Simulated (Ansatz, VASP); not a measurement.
AlN in VASP and in Ansatz

File POSCAR:

```
AlN
1.0
    3.1130000000      0.0000000000      0.0000000000
   -1.5565000000      2.6959370820      0.0000000000
    0.0000000000      0.0000000000      4.9810000000
Al N
2 2
Direct
    0.6666666667      0.3333333333      0.5000000000
    0.3333333333      0.6666666667      0.0000000000
    0.6666666667      0.3333333333      0.8800000000
    0.3333333333      0.6666666667      0.3800000000
```

INCAR.step1

```
ALGO = Normal
EDIFF = 1E-5
ENCUT = 520
GGA = PE
ISIF = 2
ISMEAR = -1
LASPH = T
LREAL = F
LWAVE = T
NBANDS = 16
NELM = 100
PREC = Accurate
SIGMA = 0.05
```

Contents of INCAR.step2:

```
ALGO = Normal
EDIFF = 1E-7
ENCUT = 520
GGA = PE
HFSCREEN = 0.2079
ISIF = 2
ISMEAR = -1
ISTART = 1
LASPH = T
LCHARG = T
LELF = T
LHFCALC = T
LREAL = F
LVHAR = T
LWAVE = F
NBANDS = 16
NELM = 100
PREC = Accurate
PRECFOCK = Normal
SIGMA = 0.05
```

File KPOINTS:

```
k-points
0
Gamma
  6 6 3
```

input.yaml

```yaml
crystal:
  lattice:
    - [3.113, 0.0, 0.0]
    - [-1.5565, 2.695937082, 0.0]
    - [0.0, 0.0, 4.981]
  atoms:
    - { symbol: Al, position: [0.6666666667, 0.3333333333, 0.5] }
    - { symbol: Al, position: [0.3333333333, 0.6666666667, 0.0] }
    - { symbol: "N", position: [0.6666666667, 0.3333333333, 0.88] }
    - { symbol: "N", position: [0.3333333333, 0.6666666667, 0.38] }
hamiltonian:
  xc: hse06
  pseudopotentials: { kind: paw }
kpoints:
  mp_grid: { grid: [6, 6, 3] }
  band_path:
    path:
      - [[0.0, 0.0, 0.0], [0.5, 0.0, 0.0], [0.3333333333, 0.3333333333, 0.0], [0.0, 0.0, 0.0], [0.0, 0.0, 0.5], [0.5, 0.0, 0.5], [0.3333333333, 0.3333333333, 0.5], [0.0, 0.0, 0.5]]
      - [[0.5, 0.0, 0.5], [0.5, 0.0, 0.0]]
      - [[0.3333333333, 0.3333333333, 0.0], [0.3333333333, 0.3333333333, 0.5]]
    npoints: 4
scf:
  occupations: { method: fermi_dirac, width: 0.05 }
  n_extra_bands: 10
output:
  forces: true
  stress: true
  eigenvalues: true
  fatbands: false
  write_density: true
  write_potential: true
  elf: true
  volumetric_format: npy
```

Alike in both runs: functional HSE06; k mesh 6 × 6 × 3; occupations fermi-dirac, width 0.05 eV; no spin polarisation.

|  | VASP | Ansatz |
| --- | --- | --- |
| version | VASP 6.6.1 | Ansatz 0.2.0 |
| potentials or method | VASP PAW PBE potentials, release 64 (Al, N) | Ansatz PAW |
| plane-wave cutoff (eV) | 520 | 420 |
| valence electrons in the cell | 16 | 16 |
| task | single point | band structure |

VASP gave:

| Quantity | Value |
| --- | --- |
| gap on the k mesh at the Fermi level (eV) | 5.57 |
| least direct gap on the mesh (eV) | 5.57 |
| pressure (GPa) | -1.7 |
| traceless stress, the component that is largest in VASP (GPa) | 1.09 |
| rms of the force components (eV/Å) | 0.073 |

Q: Estimate Ansatz's values.

A: gap on the k mesh at the Fermi level (eV): 5.58; least direct gap on the mesh (eV): 5.58; pressure (GPa): -1.6; traceless stress, the component that is largest in VASP (GPa): 0.99; rms of the force components (eV/Å): 0.075.

Atom by atom the forces differ by 0.002 eV/Å (rms over components). The functional is the same, so the differences come from potentials, cutoffs and numerics.

The k mesh is coarse, so the values compare programs but aren't converged.
